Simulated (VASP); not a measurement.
Input of a VASP 6.6.1 run:

File INCAR:

```
SYSTEM = NaF
ALGO = Normal
EDIFF = 1E-7
ENCUT = 520
ISIF = 2
ISMEAR = 0
LASPH = .TRUE.
LCHARG = .TRUE.
LELF = .TRUE.
LREAL = .FALSE.
LVHAR = .TRUE.
LWAVE = .FALSE.
NBANDS = 14
NELM = 80
PREC = Accurate
SIGMA = 0.01
```

The input KPOINTS:

```
k-points
0
G
  6 6 6
  0 0 0
```

File POSCAR:

```
NaF
1.0
    0.0000000000      2.2971680712      2.2971680712
    2.2971680712      0.0000000000      2.2971680712
    2.2971680712      2.2971680712      0.0000000000
Na F
1 1
Direct
    0.0000000000      0.0000000000      0.0000000000
    0.5000000000      0.5000000000      0.5000000000
```

Potentials or basis: VASP PAW LDA potentials, release 64 (Na_pv, F).

The run is started by

```bash
$ cat potpaw_LDA.64/Na_pv/POTCAR potpaw_LDA.64/F/POTCAR > POTCAR
$ mpirun -np 1 vasp_std > vasp.out
```

Task: What does it give for the band gap on the k mesh?

Result: 6.09 eV, direct.

Task: What does it give for the pressure?

Result: -3.3 GPa.
